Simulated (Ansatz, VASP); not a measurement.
## InSb: VASP beside Ansatz

The input INCAR:

```
SYSTEM = InSb
ALGO     = Normal         ! electronic algorithm
EDIFF    = 1E-7           ! SCF threshold, eV
EDIFFG   = -0.05          ! ionic threshold
ENCUT    = 500            ! plane-wave cutoff, eV
GGA      = PS             ! functional
GGA_COMPAT= .False.      
IBRION   = 2              ! ionic algorithm
ISIF     = 3              ! what is computed and relaxed
ISMEAR   = 0              ! smearing method
LASPH    = .True.         ! aspherical terms in the spheres
LCHARG   = .False.        ! write CHGCAR
LREAL    = .False.        ! projectors in reciprocal space
LWAVE    = .False.        ! write WAVECAR
NELM     = 120            ! most SCF steps
NELMIN   = 4            
NSW      = 80             ! ionic steps
PREC     = Accurate       ! precision mode
SIGMA    = 0.1            ! smearing width, eV
```

File KPOINTS:

```
k-points
0
Gamma
  6 6 6
  0 0 0
```

Contents of POSCAR:

```
InSb
1.0
    0.0000000000      2.7444885247      2.7444885247
    2.7444885247      0.0000000000      2.7444885247
    2.7444885247      2.7444885247      0.0000000000
In Sb
1 1
Direct
    0.5000000000      0.5000000000      0.5000000000
    0.0000000000      0.0000000000      0.0000000000
```

Input for Ansatz:

```yaml
crystal:
  lattice:
    - [0.0, 2.7444885247, 2.7444885247]
    - [2.7444885247, 0.0, 2.7444885247]
    - [2.7444885247, 2.7444885247, 0.0]
  atoms:
    - { symbol: In, position: [0.5, 0.5, 0.5] }
    - { symbol: Sb, position: [0.0, 0.0, 0.0] }
basis:
  ecutwfc: 420
kpoints:
  mp_grid: { grid: [6, 6, 6] }
hamiltonian:
  xc: pbesol
scf:
  occupations: { method: gaussian, width: 0.1 }
output:
  forces: true
  stress: true
  eigenvalues: true
relax:
  adjacent_minimum: "off"
  f_tol: 0.05
  max_steps: 60
  cell: { stress_tol: 0.5 }
```

Alike in both runs: task relaxation of cell and atoms; functional PBEsol; k mesh 6 × 6 × 6; occupations gaussian, width 0.1 eV; no spin polarisation.

|  | VASP | Ansatz |
| --- | --- | --- |
| version | VASP 6.6.1 | Ansatz 0.2.0 |
| potentials or method | VASP PAW PBE potentials, release 64 (In_d, Sb), cutoff 500 eV | scalar-relativistic, plane waves, PAW |
| valence electrons in the cell | 18 | 28 |

```csv
,VASP,Ansatz,Ansatz less VASP
"gap on the k mesh at the Fermi level, each at its own relaxed structure (eV)",none,none,-
relaxed volume (Å³/atom),27.63,27.54,-0.095
relaxed cell length with the largest relative difference (Å),4.276,4.271,-0.0049
```

VASP's potentials were made for PBE, not for PBEsol. A gap of «none» marks a metal or a gap that the smearing closes. VASP's potentials hold 18 valence electrons a cell and Ansatz's 28, so a difference there can come from the potentials and not from the codes.

Spin-orbit coupling is off throughout. Noted on VASP's run: the volume moved by over 15 % at a fixed basis, so the end points are rough.
